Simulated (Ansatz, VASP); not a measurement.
Two plane-wave programs on BiTe

```
Bi Te
1.0
     0.00000    3.19816    3.19816
     3.19816    0.00000    3.19816
     3.19816    3.19816    0.00000
Bi Te
1 1
Direct
  0.00000 0.00000 0.00000
  0.50000 0.50000 0.50000
```

Change from the starting cell: volume scaled by 0.95, PAW files.

Alike in both runs: task electric field gradients; functional r2SCAN; k mesh 10 × 10 × 10; occupations fermi-dirac, width 0.05 eV; no spin polarisation.

```csv
,VASP,Ansatz
version,VASP 6.6.1,Ansatz 0.2.0
potentials or method,"VASP PAW PBE potentials, release 64 (Bi_d, Te)","PAW with Ansatz's default frozen-core files, scalar-relativistic"
plane-wave cutoff (eV),520,500
valence electrons in the cell,21,31
```

```csv
,VASP,Ansatz,Ansatz less VASP
pressure (GPa),1.9,1.9,+0.03
```

VASP's potentials were made for PBE, not for r2SCAN. VASP's potentials hold 21 valence electrons a cell and Ansatz's 31, so a difference there can come from the potentials and not from the codes.

Neither program's run includes spin-orbit coupling.
